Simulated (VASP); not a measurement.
# Zn: relaxation of cell and atoms with LDA

Zn:

```
CELL_PARAMETERS angstrom
-1.56904 1.56904 1.56904
1.56904 -1.56904 1.56904
1.56904 1.56904 -1.56904
ATOMIC_POSITIONS crystal
Zn 0.00000 0.00000 0.00000
```

```yaml
Program: VASP 6.6.1
Task: relaxation of cell and atoms
Functional: LDA
Potentials_or_basis: VASP PAW LDA potentials, release 64 (Zn)
Cutoff: 600 eV
k_mesh: 11 × 11 × 11
Occupations: methfessel-paxton, width 0.1 eV
Spin: no spin polarisation
Dipole_correction: no
Further_INCAR_settings: ALGO = Normal; EDIFF = 1e-07; IBRION = 2; EDIFFG = -0.03; NSW = 80; ISIF = 3
```

| Property | Result |
| --- | --- |
| Relaxed volume | 13.67 Å³/atom |
| Relaxed cell | a = 2.609 Å, b = 2.609 Å, c = 2.609 Å, α = 109.47°, β = 109.47°, γ = 109.47° |
| Space group after relaxing (to 0.05 Å) | Im-3m (No. 229) |
| Energy gained by relaxing | 55.1 meV/atom |
| Ionic steps | 3 |
| Pressure after relaxing | 0.2 GPa |
| Band gap on the k mesh | zero (band 6 reaches 7.07 eV, above the bottom of band 7 at 3.10 eV) |

The path:
```
step  energy change (eV)  largest force (eV/Å)  pressure (GPa)  volume (Å³)
   1              0.0000                0.0000           -8.87        15.45
   2             -0.0550                0.0000            0.41        13.62
   3             -0.0551                0.0000            0.16        13.67
```

Final structure:
```
Zn
1.0
    -1.50638    1.50638    1.50638
     1.50638   -1.50638    1.50638
     1.50638    1.50638   -1.50638
Zn
1
Cartesian
  0.0000 0.0000 0.0000
```

Levels at points of the mesh, in eV from the Fermi level:
| k point | band 3 | band 4 | band 5 | band 6 | band 7 | band 8 | band 9 | band 10 |
| --- | --- | --- | --- | --- | --- | --- | --- | --- |
| (0.00, 0.00, 0.00) | -8.30 | -8.30 | -7.68 | -7.68 | 20.75 | 20.75 | 20.75 | 21.84 |

Run time: 33 s on 1 thread of AMD EPYC 7R13 Processor (Zen 3), with other jobs on the host, peak memory 0.11 GiB.
